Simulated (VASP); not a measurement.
A run of VASP 6.6.1 is set up as follows.

Contents of INCAR:

```
PREC = Accurate
ENCUT = 600
EDIFF = 1E-6
ISMEAR = 0
SIGMA = 0.01
LREAL = F
LASPH = T
NELM = 80
ALGO = Normal
ISIF = 3
LWAVE = F
LCHARG = F
GGA = PS
IBRION = 2
NSW = 80
EDIFFG = -0.001
```

KPOINTS

```
Automatic mesh
0
Gamma
  6 6 6
```

File POSCAR:

```
Al3GaN4
1.0
    4.4071832165      0.0000000000      0.0000000000
    0.0000000000      4.4071832165      0.0000000000
    0.0000000000      0.0000000000      4.4071832165
Al Ga N
3 1 4
Direct
    0.5000000000      0.5000000000      0.0000000000
    0.5000000000      0.0000000000      0.5000000000
    0.0000000000      0.5000000000      0.5000000000
    0.0000000000      0.0000000000      0.0000000000
    0.7447085554      0.7447085554      0.2552914446
    0.7447085554      0.2552914446      0.7447085554
    0.2552914446      0.7447085554      0.7447085554
    0.2552914446      0.2552914446      0.2552914446
```

Potentials or basis: VASP PAW PBE potentials, release 64 (Al, Ga_d, N).

Launch:

```bash
$ cat potpaw_PBE.64/Al/POTCAR potpaw_PBE.64/Ga_d/POTCAR potpaw_PBE.64/N/POTCAR > POTCAR
$ mpirun -np 1 vasp_std > vasp.out
```

Problem. Estimate the band gap on the k mesh.

Solution. 3.32 eV, direct.

Problem. Predict the relaxed cell.

Solution. a = 4.406 Å, b = 4.406 Å, c = 4.406 Å, α = 90.00°, β = 90.00°, γ = 90.00°.

Final structure:
```xyz
8
Lattice="4.4058 0.0000 0.0000 0.0000 4.4058 0.0000 0.0000 0.0000 4.4058" Properties=species:S:1:pos:R:3 pbc="T T T"
Al    2.2029    2.2029    0.0000
Al    2.2029    0.0000    2.2029
Al    0.0000    2.2029    2.2029
Ga    0.0000    0.0000    0.0000
N     3.2812    3.2812    1.1245
N     3.2812    1.1245    3.2812
N     1.1245    3.2812    3.2812
N     1.1245    1.1245    1.1245
```

 PBEsol gaps usually lie below the measured ones, often by a third to a half.
